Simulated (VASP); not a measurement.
# As (Fm-3m) in VASP: relaxation of cell and atoms with PBE

Aim: the relaxation of cell and atoms of As with PBE.

Everything below comes from runs of VASP 6.6.1. Logs are shortened: lines on timing, memory, paths and dates and some standing lists are left out, and cuts for length are marked.

### Step 1. The cell of the first run

It takes space group Fm-3m (No. 225, cubic). Conventional cell: a = 4.236 Å, b = 4.236 Å, c = 4.236 Å, α = 90.00°, β = 90.00°, γ = 90.00°. Within 3.9 Å of As (site symmetry m-3m) lie 12 As at 3.00 Å.

This isn't the form of As at room conditions, which is rhombohedral.

### Step 2. Relaxation of cell and atoms, PBE, non-collinear spin, zero start, spin-orbit coupling

The input, INCAR:

```
PREC = Accurate
ENCUT = 600
EDIFF = 1E-6
ISMEAR = -1
SIGMA = 0.05
LREAL = False
LASPH = True
NELM = 150
ALGO = Normal
ISIF = 3
LWAVE = False
LCHARG = False
MAGMOM = 0 0 0
LORBIT = 11
LSORBIT = True
GGA_COMPAT = False
LORBMOM = True
GGA = PE
IBRION = 2
NSW = 60
EDIFFG = -0.005
```

The input, KPOINTS:

```
Automatic mesh
0
Gamma
  17 17 17
```

The input, POSCAR:

```
As
1.0
    0.0000000000      2.1179117921      2.1179117921
    2.1179117921      0.0000000000      2.1179117921
    2.1179117921      2.1179117921      0.0000000000
As
1
Direct
    0.0000000000      0.0000000000      0.0000000000
```

Potentials or basis: VASP PAW PBE potentials, release 64 (As).

Run with:

```
> cat potpaw_PBE.64/As/POTCAR > POTCAR
> mpirun -np 1 vasp_ncl > vasp.out
```

OUTCAR:

```text
PREC = Accurate
   ENCUT = 600
   EDIFF = 1E-6
   ISMEAR = -1
   LREAL = False
   LASPH = True
   NELM = 150
   ISIF = 3
   LORBIT = 11
   LSORBIT = True
   GGA = PE
   IBRION = 2
   NSW = 60
   EDIFFG = -0.005

 ion  position               nearest neighbor table
   1  0.000  0.000  0.000-

  LATTYP: Found a face centered cubic cell.
 ALAT       =     4.2358235842

  Lattice vectors:

 A1 = (   0.0000000000,   2.1179117921,   2.1179117921)
 A2 = (   2.1179117921,   0.0000000000,   2.1179117921)
 A3 = (   2.1179117921,   2.1179117921,   0.0000000000)

Analysis of symmetry for initial positions (statically):
=====================================================================
 Subroutine PRICEL returns:
 Original cell was already a primitive cell.

 Routine SETGRP: Setting up the symmetry group for a
 face centered cubic supercell.

 Subroutine GETGRP returns: Found 48 space group operations
 (whereof 48 operations were pure point group operations)
 out of a pool of 48 trial point group operations.

The static configuration has the point symmetry O_h .

Analysis of symmetry for dynamics (positions and initial velocities):
=====================================================================
 Subroutine PRICEL returns:
 Original cell was already a primitive cell.

 Routine SETGRP: Setting up the symmetry group for a
 face centered cubic supercell.

 Subroutine GETGRP returns: Found 48 space group operations
 (whereof 48 operations were pure point group operations)
 out of a pool of 48 trial point group operations.

The dynamic configuration has the point symmetry O_h .

Analysis of structural, dynamic, and magnetic symmetry:
=====================================================================
 Subroutine PRICEL returns:
 Original cell was already a primitive cell.

 Routine SETGRP: Setting up the symmetry group for a
 face centered cubic supercell.

 Subroutine GETGRP returns: Found 48 space group operations
 (whereof 48 operations were pure point group operations)
 out of a pool of 48 trial point group operations.

The overall configuration has the point symmetry O_h .

 Subroutine INISYM returns: Found 48 space group operations
 (whereof 48 operations are pure point group operations),
 and found     1 'primitive' translations

----------------------------------------------------------------------------------------

                                     Primitive cell

  volume of cell :      19.0000

  direct lattice vectors                    reciprocal lattice vectors
     0.000000000  2.117911792  2.117911792    -0.236081598  0.236081598  0.236081598
     2.117911792  0.000000000  2.117911792     0.236081598 -0.236081598  0.236081598
     2.117911792  2.117911792  0.000000000     0.236081598  0.236081598 -0.236081598

  length of vectors
[... 223 lines left out ...]

 k-point     1 :       0.0000    0.0000    0.0000
  band No.  band energies     occupation
      1      -8.6413      1.00000
      2      -8.6413      1.00000
      3      11.6079      0.00000
      4      11.6079      0.00000
      5      12.1785      0.00000
      6      12.1785      0.00000
      7      12.1785      0.00000
      8      12.1785      0.00000
      9      18.6328      0.00000
     10      18.6328      0.00000
     11      18.6332      0.00000
     12      18.6471      0.00000
[... 331 lines left out ...]
 k-point    24 :      -0.1176    0.0588    0.0000
  band No.  band energies     occupation
      1      -8.1365      1.00000
      2      -8.1365      1.00000
      3       9.0553      0.00000
      4       9.0553      0.00000
      5      10.6737      0.00000
      6      10.6737      0.00000
      7      11.9092      0.00000
      8      11.9092      0.00000
      9      17.6154      0.00000
     10      17.6154      0.00000
     11      19.1694      0.00000
     12      19.1694      0.00000

 [... further k-points ...]

------------------------ aborting loop because EDIFF is reached ----------------------------------------

  FORCE on cell =-STRESS in cart. coord.  units (eV):
  Direction    XX          YY          ZZ          XY          YZ          ZX
  --------------------------------------------------------------------------------------
  -------------------------------------------------------------------------------------
  Total        0.0010198      0.0010198      0.0010198     -0.0000000     -0.0000000      0.0000000
  in kB        0.0843903      0.0843903      0.0843903     -0.0000000     -0.0000000      0.0000000
  external PRESSURE =       0.0843903 kB  Pullay stress =       0.0000000 kB
[... 16 lines left out ...]
  FREE ENERGIE OF THE ION-ELECTRON SYSTEM (eV)
  ---------------------------------------------------
  free  energy   TOTEN  =        -4.1429255847 eV

  energy  without entropy=       -4.1375678699  energy(sigma->0) =       -4.14024673

 reached required accuracy - stopping structural energy minimisation

 orbital moment (x)

 # of ion     p       d       tot
 ----------------------------------------
  1         0.000   0.000   0.000
 ----------------------------------------
            0.000   0.000   0.000

 orbital moment (y)

 # of ion     p       d       tot
 ----------------------------------------
  1         0.000   0.000   0.000
 ----------------------------------------
            0.000   0.000   0.000

 orbital moment (z)

 # of ion     p       d       tot
 ----------------------------------------
  1         0.000   0.000   0.000
 ----------------------------------------
            0.000   0.000   0.000

 Spin-Orbit-Coupling matrix elements

 Ion:    1  E_soc:     -0.0290373
 l=   1
     0.0000000    -0.0048232    -0.0048232
    -0.0048232     0.0000000    -0.0048232
    -0.0048232    -0.0048232     0.0000000
 l=   2
     0.0000000    -0.0000050     0.0000000    -0.0000050    -0.0000114
    -0.0000050     0.0000000    -0.0000085    -0.0000050    -0.0000028
     0.0000000    -0.0000085     0.0000000    -0.0000085     0.0000000
    -0.0000050    -0.0000050    -0.0000085     0.0000000    -0.0000028
    -0.0000114    -0.0000028     0.0000000    -0.0000028     0.0000000
 l=   3
     0.0000000     0.0000000     0.0000000     0.0000000     0.0000000     0.0000000     0.0000000
     0.0000000     0.0000000     0.0000000     0.0000000     0.0000000     0.0000000     0.0000000
     0.0000000     0.0000000     0.0000000     0.0000000     0.0000000     0.0000000     0.0000000
     0.0000000     0.0000000     0.0000000     0.0000000     0.0000000     0.0000000     0.0000000
     0.0000000     0.0000000     0.0000000     0.0000000     0.0000000     0.0000000     0.0000000
     0.0000000     0.0000000     0.0000000     0.0000000     0.0000000     0.0000000     0.0000000
     0.0000000     0.0000000     0.0000000     0.0000000     0.0000000     0.0000000     0.0000000

 total charge

# of ion       s       p       d       tot
------------------------------------------
    1        1.351   1.197   0.049   2.597

 magnetization (x)

# of ion       s       p       d       tot
------------------------------------------
    1        0.000  -0.000   0.000  -0.000

 magnetization (y)

# of ion       s       p       d       tot
------------------------------------------
    1        0.000   0.000   0.000   0.000

 magnetization (z)

# of ion       s       p       d       tot
------------------------------------------
    1        0.000   0.000   0.000   0.000
```

OSZICAR:

```text
N       E                     dE             d eps       ncg     rms          rms(c)
DAV:   1     0.112793980928E+02    0.11279E+02   -0.23750E+03  3960   0.799E+02
DAV:   2    -0.351918007149E+01   -0.14799E+02   -0.14095E+02  5724   0.113E+02
[... 17 lines left out ...]
       N       E                     dE             d eps       ncg     rms          rms(c)
DAV:   1    -0.414329458815E+01   -0.64366E-03   -0.10152E-02  4136   0.715E-01    0.917E-02
DAV:   2    -0.414304268267E+01    0.25191E-03   -0.22038E-04  4152   0.139E-01    0.512E-02
DAV:   3    -0.414292573129E+01    0.11695E-03   -0.23498E-04  4124   0.106E-01    0.105E-02
DAV:   4    -0.414292558468E+01    0.14662E-06   -0.20070E-06  4432   0.146E-02
   3 F= -.41429256E+01 E0= -.41402467E+01  d E =-.172597E-02  mag=    -0.0000    -0.0000     0.0000
```

Wall time 74 s (1 thread of AMD EPYC 9R45 (Zen 5), shared host); peak memory 0.21 GiB.

What came out:

```yaml
Free_energy: -4.1429 eV
Relaxed_volume: 19.36 Å³/atom
Relaxed_cell: a = 3.014 Å, b = 3.014 Å, c = 3.014 Å, α = 60.00°, β = 60.00°, γ = 60.00°
Space_group_after_relaxing_to_0.1_Å: Fm-3m (No. 225)
Energy_gained_by_relaxing: 1.7 meV/atom
Ionic_steps: 3
Pressure_after_relaxing: 0.0 GPa
Net_moment: 0.00 μB per cell
Valence_electrons_inside_the_program's_atomic_spheres: As 2.60
```

Step by step:
| step | energy change (eV) | largest force (eV/Å) | pressure (GPa) | volume (Å³) |
| --- | --- | --- | --- | --- |
| 1 | 0.0000 | 0.0000 | 1.55 | 19.00 |
| 2 | -0.0015 | 0.0000 | -0.59 | 19.51 |
| 3 | -0.0017 | 0.0000 | 0.01 | 19.36 |

Final structure:
```xyz
1
Lattice="0.0000 2.1313 2.1313 2.1313 0.0000 2.1313 2.1313 2.1313 0.0000" Properties=species:S:1:pos:R:3 pbc="T T T"
As    0.0000    0.0000    0.0000
```

Moments on the atoms (μB; x, y, z):
```
As  0.00 0.00 0.00
```
